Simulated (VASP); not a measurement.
# MoF (Fm-3m) in VASP: a series of runs

Runs on MoF. Level: PBE. Tasks: single point, relaxation of cell and atoms.

Everything below comes from runs of VASP 6.6.1. Logs are shortened: lines on timing, memory, paths and dates and some standing lists are left out, and cuts for length are marked.

**1. The cell of the first run**

The structure is cubic, space group Fm-3m (No. 225). Conventional cell: a = 4.686 Å, b = 4.686 Å, c = 4.686 Å, α = 90.00°, β = 90.00°, γ = 90.00°. Within 3.1 Å of Mo (site symmetry m-3m) lie 6 F at 2.34 Å. F (site symmetry m-3m) has 6 Mo at 2.34 Å within 3.1 Å.

**2. Single point, PBE, collinear spin, ferromagnetic start**

Contents of INCAR:

```
SYSTEM = MoF
PREC = Accurate ; ENCUT = 520
EDIFF = 1E-7 ; ISMEAR = 0
SIGMA = 0.1 ; LREAL = .FALSE.
LASPH = .TRUE. ; NELM = 150
ALGO = Normal ; ISIF = 2
LWAVE = .FALSE. ; LCHARG = .FALSE.
ISPIN = 2 ; MAGMOM = 1 0
LORBIT = 11 ; LMAXMIX = 4
GGA = PE ; NBANDS = 22
```

Contents of KPOINTS:

```
Automatic mesh
0
G
  6 6 6
  0 0 0
```

Contents of POSCAR:

```
MoF
1.0
    0.0000000000      2.3431886336      2.3431886336
    2.3431886336      0.0000000000      2.3431886336
    2.3431886336      2.3431886336      0.0000000000
Mo F
1 1
Direct
    0.0000000000      0.0000000000      0.0000000000
    0.5000000000      0.5000000000      0.5000000000
```

Potentials or basis: VASP PAW PBE potentials, release 64 (Mo_sv, F).

Launch:

```
$ cat potpaw_PBE.64/Mo_sv/POTCAR potpaw_PBE.64/F/POTCAR > POTCAR
$ mpirun -np 1 vasp_std > vasp.out
```

OUTCAR:

```text
SYSTEM = MoF
   PREC = Accurate
   ENCUT = 520
   EDIFF = 1E-7
   ISMEAR = 0
   LREAL = .FALSE.
   LASPH = .TRUE.
   NELM = 150
   ISIF = 2
   ISPIN = 2
   LORBIT = 11
   GGA = PE

 ion  position               nearest neighbor table
   1  0.000  0.000  0.000-   2 2.34   2 2.34   2 2.34   2 2.34   2 2.34   2 2.34
   2  0.500  0.500  0.500-   1 2.34   1 2.34   1 2.34   1 2.34   1 2.34   1 2.34

  LATTYP: Found a face centered cubic cell.
 ALAT       =     4.6863772672

  Lattice vectors:

 A1 = (   0.0000000000,   2.3431886336,   2.3431886336)
 A2 = (   2.3431886336,   0.0000000000,   2.3431886336)
 A3 = (   2.3431886336,   2.3431886336,   0.0000000000)

Analysis of symmetry for initial positions (statically):
=====================================================================
 Subroutine PRICEL returns:
 Original cell was already a primitive cell.

 Routine SETGRP: Setting up the symmetry group for a
 face centered cubic supercell.

 Subroutine GETGRP returns: Found 48 space group operations
 (whereof 48 operations were pure point group operations)
 out of a pool of 48 trial point group operations.

The static configuration has the point symmetry O_h .

Analysis of symmetry for dynamics (positions and initial velocities):
=====================================================================
 Subroutine PRICEL returns:
 Original cell was already a primitive cell.

 Routine SETGRP: Setting up the symmetry group for a
 face centered cubic supercell.

 Subroutine GETGRP returns: Found 48 space group operations
 (whereof 48 operations were pure point group operations)
 out of a pool of 48 trial point group operations.

The dynamic configuration has the point symmetry O_h .

Analysis of structural, dynamic, and magnetic symmetry:
=====================================================================
 Subroutine PRICEL returns:
 Original cell was already a primitive cell.

 Routine SETGRP: Setting up the symmetry group for a
 face centered cubic supercell.

 Subroutine GETGRP returns: Found 48 space group operations
 (whereof 48 operations were pure point group operations)
 out of a pool of 48 trial point group operations.

The overall configuration has the point symmetry O_h .

 Subroutine INISYM returns: Found 48 space group operations
 (whereof 48 operations are pure point group operations),
 and found     1 'primitive' translations

----------------------------------------------------------------------------------------

                                     Primitive cell
[... 105 lines left out ...]
  Thomas-Fermi vector in A             =   2.637460
   LORBIT       =     11    0 simple, 1 ext, 2 COOP (PROOUT), +10 PAW based schemes
   GGA     = PE    functional components
   LHFCALC =     F    Hartree Fock is set to
   AEXX    =    0.0000 exact exchange contribution
   IVDW    =     0    specifies the selected vdW correction
   LEPSILON=     F    determine dielectric tensor
   LRPA    =     F    only Hartree local field effects (RPA)
 spin polarized calculation
 Gauss-broadening in eV      SIGMA  =   0.10
  energy-cutoff  :      520.00
  volume of cell :       25.73
 maximum number of plane-waves:       702
 NGX is ok and might be reduce to    28
   NGX = 13   NGY = 13   NGZ = 13

 number of electron      20.9999999 magnetization       1.8581743

 Free energy of the ion-electron system (eV)
  ---------------------------------------------------
  ext. energy  EPLUGINS =         0.00000000
  ---------------------------------------------------
  free energy    TOTEN  =       -11.57504206 eV

  energy without entropy =      -11.55896613  energy(sigma->0) =      -11.56700410

 E-fermi :   9.7210     XC(G=0): -12.1906

 val. band max:        9.6616325462   @ k =  -0.3333   0.1667   0.0000
 cond. band min:       9.7349676967   @ k =   0.5000   0.3333   0.1667
 fundamental gap:      0.0733351505
 Fermi energy:         9.7210215772

 spin component 1

 k-point     1 :       0.0000    0.0000    0.0000
  band No.  band energies     occupation
      1     -52.3059      1.00000
      2     -26.3180      1.00000
      3     -26.3180      1.00000
      4     -26.3180      1.00000
      5     -17.1966      1.00000
      6       1.8488      1.00000
[... 389 lines left out ...]
     21      33.2050      0.00000
     22      34.7924      0.00000
 Fermi energy:         9.7210215772

 spin component 2

 k-point     1 :       0.0000    0.0000    0.0000
  band No.  band energies     occupation
      1     -51.2401      1.00000
      2     -25.1455      1.00000
      3     -25.1455      1.00000
      4     -25.1455      1.00000
      5     -17.0423      1.00000
      6       2.0025      1.00000
[... 389 lines left out ...]
     21      33.9587      0.00000
     22      35.5448      0.00000

------------------------ aborting loop because EDIFF is reached ----------------------------------------

  FORCE on cell =-STRESS in cart. coord.  units (eV):
  Direction    XX          YY          ZZ          XY          YZ          ZX
  --------------------------------------------------------------------------------------
  -------------------------------------------------------------------------------------
  Total        1.3475420      1.3475420      1.3475420      0.0000000     -0.0000000      0.0000000
  in kB       83.9075708     83.9075708     83.9075708      0.0000000     -0.0000000      0.0000000
  external PRESSURE =      83.9075708 kB  Pullay stress =       0.0000000 kB

 VOLUME and BASIS-vectors are now :
 -----------------------------------------------------------------------------
  energy-cutoff  :      520.00
  volume of cell :       25.73
      direct lattice vectors                 reciprocal lattice vectors
     0.000000000  2.343188634  2.343188634    -0.213384442  0.213384442  0.213384442
     2.343188634  0.000000000  2.343188634     0.213384442 -0.213384442  0.213384442
     2.343188634  2.343188634  0.000000000     0.213384442  0.213384442 -0.213384442

 POSITION                                       TOTAL-FORCE (eV/Angst)
 -----------------------------------------------------------------------------------
      0.00000      0.00000      0.00000        -0.000000     -0.000000     -0.000000
      2.34319      2.34319      2.34319         0.000000      0.000000      0.000000
 -----------------------------------------------------------------------------------
    total drift:                                0.000000      0.000000      0.000000

  FREE ENERGIE OF THE ION-ELECTRON SYSTEM (eV)
  ---------------------------------------------------
  free  energy   TOTEN  =       -11.5750420650 eV

  energy  without entropy=      -11.5589661309  energy(sigma->0) =      -11.56700410

 total charge

# of ion       s       p       d       tot
------------------------------------------
    1        2.208   6.047   3.875  12.130
    2        1.774   4.298   0.000   6.071
--------------------------------------------------
tot          3.981  10.345   3.875  18.201

 magnetization (x)

# of ion       s       p       d       tot
------------------------------------------
    1        0.020   0.018   1.550   1.588
    2        0.024   0.044   0.000   0.068
--------------------------------------------------
tot          0.044   0.063   1.550   1.656
```

Run time: 39 s. Hardware: 1 thread of Intel Xeon Platinum 8259CL at 2.50GHz (Skylake/Cascade Lake), shared host; peak memory 0.17 GiB.

What came out:

| Property | Result |
| --- | --- |
| Free energy | -11.5750 eV |
| Pressure | 8.4 GPa |
| Net moment | 1.86 μB per cell |
| Site moments | Mo +1.59; F +0.07 μB |
| Valence electrons inside the program's atomic spheres | Mo 12.13; F 6.07 |

Caveat: the k points lie up to 0.39 Å⁻¹ apart.

**3. Single point, PBE, collinear spin, ferromagnetic start**

This run uses another cell than the first one, of 13.74 Å³/atom, 1.068 times its volume.

Contents of INCAR:

```
SYSTEM = MoF
ALGO = Normal ; EDIFF = 1E-7
ENCUT = 520 ; GGA = PE
ISIF = 2 ; ISMEAR = 0
ISPIN = 2 ; LASPH = .True.
LCHARG = .False. ; LMAXMIX = 4
LORBIT = 11 ; LREAL = .False.
LWAVE = .False. ; MAGMOM = 1.35 0
NBANDS = 22 ; NELM = 150
PREC = Accurate ; SIGMA = 0.1
```

Contents of KPOINTS:

```
k-points
0
Gamma
  6 6 6
  0 0 0
```

Contents of POSCAR:

```
MoF
1.0
    0.0000000000      2.3953964909      2.3953964909
    2.3953964909      0.0000000000      2.3953964909
    2.3953964909      2.3953964909      0.0000000000
Mo F
1 1
Direct
    0.0000000000      0.0000000000      0.0000000000
    0.5000000000      0.5000000000      0.5000000000
```

Potentials or basis: VASP PAW PBE potentials, release 64 (Mo_sv, F).

Launch:

```
$ cat potpaw_PBE.64/Mo_sv/POTCAR potpaw_PBE.64/F/POTCAR > POTCAR
$ mpirun -np 1 vasp_std > vasp.out
```

OUTCAR:

```text
SYSTEM = MoF
   EDIFF = 1E-7
   ENCUT = 520
   GGA = PE
   ISIF = 2
   ISMEAR = 0
   ISPIN = 2
   LASPH = .True.
   LORBIT = 11
   LREAL = .False.
   NELM = 150
   PREC = Accurate

 ion  position               nearest neighbor table
   1  0.000  0.000  0.000-   2 2.40   2 2.40   2 2.40   2 2.40   2 2.40   2 2.40
   2  0.500  0.500  0.500-   1 2.40   1 2.40   1 2.40   1 2.40   1 2.40   1 2.40

  LATTYP: Found a face centered cubic cell.
 ALAT       =     4.7907929818

  Lattice vectors:

 A1 = (   0.0000000000,   2.3953964909,   2.3953964909)
 A2 = (   2.3953964909,   0.0000000000,   2.3953964909)
 A3 = (   2.3953964909,   2.3953964909,   0.0000000000)

Analysis of symmetry for initial positions (statically):
=====================================================================
 Subroutine PRICEL returns:
 Original cell was already a primitive cell.

 Routine SETGRP: Setting up the symmetry group for a
 face centered cubic supercell.

 Subroutine GETGRP returns: Found 48 space group operations
 (whereof 48 operations were pure point group operations)
 out of a pool of 48 trial point group operations.

The static configuration has the point symmetry O_h .

Analysis of symmetry for dynamics (positions and initial velocities):
=====================================================================
 Subroutine PRICEL returns:
 Original cell was already a primitive cell.

 Routine SETGRP: Setting up the symmetry group for a
 face centered cubic supercell.

 Subroutine GETGRP returns: Found 48 space group operations
 (whereof 48 operations were pure point group operations)
 out of a pool of 48 trial point group operations.

The dynamic configuration has the point symmetry O_h .

Analysis of structural, dynamic, and magnetic symmetry:
=====================================================================
 Subroutine PRICEL returns:
 Original cell was already a primitive cell.

 Routine SETGRP: Setting up the symmetry group for a
 face centered cubic supercell.
[... 139 lines left out ...]
  ext. energy  EPLUGINS =         0.00000000
  ---------------------------------------------------
  free energy    TOTEN  =       -11.62033385 eV

  energy without entropy =      -11.60301796  energy(sigma->0) =      -11.61167590

 E-fermi :   8.7663     XC(G=0): -11.8001

 val. band max:        8.7612743305   @ k =   0.3333   0.1667   0.0000
 cond. band min:       8.7694636197   @ k =   0.3333   0.1667   0.0000
 fundamental gap:      0.0081892891
 Fermi energy:         8.7663080699

 spin component 1

 k-point     1 :       0.0000    0.0000    0.0000
  band No.  band energies     occupation
      1     -53.2037      1.00000
      2     -27.2466      1.00000
      3     -27.2466      1.00000
      4     -27.2466      1.00000
      5     -17.6109      1.00000
      6       1.3482      1.00000
[... 389 lines left out ...]
     21      31.6496      0.00000
     22      33.0403      0.00000
 Fermi energy:         8.7663080699

 spin component 2

 k-point     1 :       0.0000    0.0000    0.0000
  band No.  band energies     occupation
      1     -51.9566      1.00000
      2     -25.8732      1.00000
      3     -25.8732      1.00000
      4     -25.8732      1.00000
      5     -17.4587      1.00000
      6       1.4990      1.00000
[... 389 lines left out ...]
     21      32.0940      0.00000
     22      33.9111      0.00000

------------------------ aborting loop because EDIFF is reached ----------------------------------------

  FORCE on cell =-STRESS in cart. coord.  units (eV):
  Direction    XX          YY          ZZ          XY          YZ          ZX
  --------------------------------------------------------------------------------------
  -------------------------------------------------------------------------------------
  Total        0.0640738      0.0640738      0.0640738     -0.0000000     -0.0000000      0.0000000
  in kB        3.7344712      3.7344712      3.7344712     -0.0000000     -0.0000000      0.0000000
  external PRESSURE =       3.7344712 kB  Pullay stress =       0.0000000 kB

 VOLUME and BASIS-vectors are now :
 -----------------------------------------------------------------------------
  energy-cutoff  :      520.00
  volume of cell :       27.49
      direct lattice vectors                 reciprocal lattice vectors
     0.000000000  2.395396491  2.395396491    -0.208733711  0.208733711  0.208733711
     2.395396491  0.000000000  2.395396491     0.208733711 -0.208733711  0.208733711
     2.395396491  2.395396491  0.000000000     0.208733711  0.208733711 -0.208733711

 POSITION                                       TOTAL-FORCE (eV/Angst)
 -----------------------------------------------------------------------------------
      0.00000      0.00000      0.00000        -0.000000     -0.000000     -0.000000
      2.39540      2.39540      2.39540         0.000000      0.000000      0.000000
 -----------------------------------------------------------------------------------
    total drift:                                0.000000      0.000000      0.000000

  FREE ENERGIE OF THE ION-ELECTRON SYSTEM (eV)
  ---------------------------------------------------
  free  energy   TOTEN  =       -11.6203338524 eV

  energy  without entropy=      -11.6030179560  energy(sigma->0) =      -11.61167590

 total charge

# of ion       s       p       d       tot
------------------------------------------
    1        2.190   6.035   3.849  12.074
    2        1.768   4.286   0.000   6.054
--------------------------------------------------
tot          3.958  10.321   3.849  18.128

 magnetization (x)

# of ion       s       p       d       tot
------------------------------------------
    1        0.029   0.020   1.821   1.870
    2        0.024   0.042   0.000   0.066
--------------------------------------------------
tot          0.053   0.062   1.821   1.937
```

OSZICAR:

```text
N       E                     dE             d eps       ncg     rms          rms(c)
DAV:   1     0.162098326239E+03    0.16210E+03   -0.11441E+04  1408   0.945E+02
DAV:   2    -0.902233567739E+01   -0.17112E+03   -0.16583E+03  1594   0.299E+02
DAV:   3    -0.125396564599E+02   -0.35173E+01   -0.34840E+01  1720   0.416E+01
DAV:   4    -0.125498042109E+02   -0.10148E-01   -0.10147E-01  1504   0.259E+00
DAV:   5    -0.125498628977E+02   -0.58687E-04   -0.58686E-04  1716   0.175E-01    0.988E+00
DAV:   6    -0.116688544254E+02    0.88101E+00   -0.45775E+00  1570   0.147E+01    0.601E+00
DAV:   7    -0.115947791707E+02    0.74075E-01   -0.41269E-01  1534   0.469E+00    0.340E+00
DAV:   8    -0.116164258415E+02   -0.21647E-01   -0.47288E-02  1504   0.133E+00    0.177E+00
DAV:   9    -0.116195146063E+02   -0.30888E-02   -0.52745E-03  1624   0.513E-01    0.689E-01
DAV:  10    -0.116200248963E+02   -0.51029E-03   -0.81086E-03  1552   0.551E-01    0.147E-01
DAV:  11    -0.116201906337E+02   -0.16574E-03   -0.32143E-04  1612   0.127E-01    0.110E-01
DAV:  12    -0.116203249841E+02   -0.13435E-03   -0.48834E-04  1570   0.124E-01    0.393E-02
DAV:  13    -0.116203344553E+02   -0.94712E-05   -0.66955E-05  1624   0.442E-02    0.161E-02
DAV:  14    -0.116203343010E+02    0.15426E-06   -0.16369E-06  1582   0.913E-03    0.704E-03
DAV:  15    -0.116203339467E+02    0.35436E-06   -0.76680E-07  1556   0.496E-03    0.204E-03
DAV:  16    -0.116203338524E+02    0.94323E-07   -0.10800E-07  1176   0.241E-03
   1 F= -.11620334E+02 E0= -.11611676E+02  d E =-.173159E-01  mag=     2.1981
```

stdout:

```text
POSCAR found type information on POSCAR MoF
 POSCAR found :  2 types and       2 ions
 scaLAPACK will be used
 LDA part: xc-table for (Slater+PW92), standard interpolation
 POSCAR, INCAR and KPOINTS ok, starting setup
 FFT: planning ... GRIDC
 FFT: planning ... GRID_SOFT
 FFT: planning ... GRID
 WAVECAR not read
 entering main loop
```

Run time: 32 s. Hardware: 1 thread of Intel Xeon Platinum 8259CL at 2.50GHz (Skylake/Cascade Lake), shared host; peak memory 0.17 GiB.

Results:

```
Free energy                                           : -11.6203 eV
Pressure                                              : 0.4 GPa
Net moment                                            : 2.20 μB per cell
Site moments                                          : Mo +1.87; F +0.07 μB
Valence electrons inside the program's atomic spheres : Mo 12.07; F 6.05
```

Caveat: the k points lie up to 0.38 Å⁻¹ apart.

**4. Relaxation of cell and atoms, PBE, collinear spin, ferromagnetic start**

Contents of INCAR:

```
SYSTEM = MoF
ALGO     = Normal         ! electronic algorithm
EDIFF    = 1E-6           ! SCF threshold, eV
EDIFFG   = -0.04          ! ionic threshold
ENCUT    = 600            ! plane-wave cutoff, eV
GGA      = PE             ! functional
IBRION   = 2              ! ionic algorithm
ISIF     = 3              ! what is computed and relaxed
ISMEAR   = 0              ! smearing method
ISPIN    = 2              ! spin polarisation
LASPH    = .True.         ! aspherical terms in the spheres
LCHARG   = .False.        ! write CHGCAR
LMAXMIX  = 4              ! l up to which the mixer works
LORBIT   = 11             ! projections on sites
LREAL    = .False.        ! projectors in reciprocal space
LWAVE    = .False.        ! write WAVECAR
MAGMOM   = 1.35 0         ! initial moments
NELM     = 150            ! most SCF steps
NSW      = 90             ! ionic steps
PREC     = Accurate       ! precision mode
SIGMA    = 0.1            ! smearing width, eV
```

KPOINTS is that of step 3.

Contents of POSCAR:

```
MoF
1.0
    0.0000000000      2.3431886336      2.3431886336
    2.3431886336      0.0000000000      2.3431886336
    2.3431886336      2.3431886336      0.0000000000
Mo F
1 1
Direct
    0.0000000000      0.0000000000      0.0000000000
    0.5000000000      0.5000000000      0.5000000000
```

Launch:

```
$ cat potpaw_PBE.64/Mo_sv/POTCAR potpaw_PBE.64/F/POTCAR > POTCAR
$ mpirun -np 1 vasp_std > vasp.out
```

Run time: 66 s. Hardware: 1 thread of Intel Xeon Platinum 8259CL at 2.50GHz (Skylake/Cascade Lake), shared host; peak memory 0.18 GiB.

It converged, with:

| Item | Value |
| --- | --- |
| Free energy | -11.6179 eV |
| Relaxed volume | 13.74 Å³/atom |
| Relaxed cell | a = 3.387 Å, b = 3.387 Å, c = 3.387 Å, α = 60.00°, β = 60.00°, γ = 60.00° |
| Space group after relaxing (to 0.05 Å) | Fm-3m (No. 225) |
| Energy gained by relaxing | 20.4 meV/atom |
| Ionic steps | 3 |
| Pressure after relaxing | 0.4 GPa |
| Net moment | 2.20 μB per cell |
| Site moments | Mo +1.87; F +0.07 μB |
| Valence electrons inside the program's atomic spheres | Mo 12.07; F 6.05 |

Step by step:
| step | energy change (eV) | largest force (eV/Å) | pressure (GPa) | volume (Å³) |
| --- | --- | --- | --- | --- |
| 1 | 0.0000 | 0.0000 | 8.28 | 25.73 |
| 2 | -0.0347 | 0.0000 | -2.75 | 28.29 |
| 3 | -0.0408 | 0.0000 | 0.39 | 27.47 |

Final structure:
```yaml
crystal:
  lattice:
    - [0.00000, 2.39498, 2.39498]
    - [2.39498, 0.00000, 2.39498]
    - [2.39498, 2.39498, 0.00000]
  atoms:
    - { symbol: Mo, position: [0.00000, 0.00000, 0.00000] }
    - { symbol: F, position: [0.50000, 0.50000, 0.50000] }
```

Levels at points of the mesh, in eV from the Fermi level:
Spin up:
| k point | band 7 | band 8 | band 9 | band 10 | band 11 | band 12 | band 13 | band 14 | band 15 |
| --- | --- | --- | --- | --- | --- | --- | --- | --- | --- |
| (0.00, 0.00, 0.00) | -7.42 | -7.42 | -3.09 | -1.98 | -1.98 | -1.98 | -0.91 | -0.91 | 10.13 |
| (0.50, 0.00, 0.00) | -8.45 | -8.45 | -1.44 | -0.44 | -0.44 | 1.27 | 1.27 | 2.24 | 5.95 |
| (0.50, 0.50, 0.00) | -7.73 | -7.73 | -3.78 | -1.16 | 0.05 | 0.62 | 0.62 | 4.28 | 5.72 |
Spin down:
| k point | band 7 | band 8 | band 9 | band 10 | band 11 | band 12 |
| --- | --- | --- | --- | --- | --- | --- |
| (0.00, 0.00, 0.00) | -7.27 | -7.27 | -2.31 | -0.61 | -0.61 | -0.61 |
| (0.50, 0.00, 0.00) | -8.14 | -8.14 | -0.37 | 0.94 | 0.94 | 2.69 |
| (0.50, 0.50, 0.00) | -7.56 | -7.56 | -2.59 | 0.22 | 1.59 | 2.11 |

Caveat: the k points lie up to 0.38 Å⁻¹ apart in the final cell.

(Part 1 of 2 ends here.)
